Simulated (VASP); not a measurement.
Crystal: Mn3Si.

```
CELL_PARAMETERS angstrom
0.00000 2.78258 2.78258
2.78258 0.00000 2.78258
2.78258 2.78258 0.00000
ATOMIC_POSITIONS crystal
Mn 0.50000 0.50000 0.50000
Mn 0.25000 0.25000 0.25000
Mn 0.75000 0.75000 0.75000
Si 0.00000 0.00000 0.00000
```

Base run:

```yaml
Program: VASP 6.6.1
Functional: LDA
Potentials_or_basis: VASP PAW LDA potentials, release 64 (Mn_pv, Si)
Cutoff: 520 eV
k_mesh: 10 × 10 × 10
Occupations: fermi-dirac, width 0.05 eV
Spin: no spin polarisation
```

Its results: pressure -14.1 GPa.

**Question.** The run is repeated on the same cell with these changes: spin from no spin polarisation to collinear spin, ferromagnetic start; further incar settings from ALGO = Normal; EDIFF = 1e-06; NBANDS = 30 to ALGO = Normal; EDIFF = 1e-06; NBANDS = 34. What comes out?

**Answer.** Pressure -9.8 GPa; net moment 1.35 μB per cell; site moments Mn +1.78, -0.24 (each value once); Si +0.02 μB.

Caveats: the cell stands under tension.
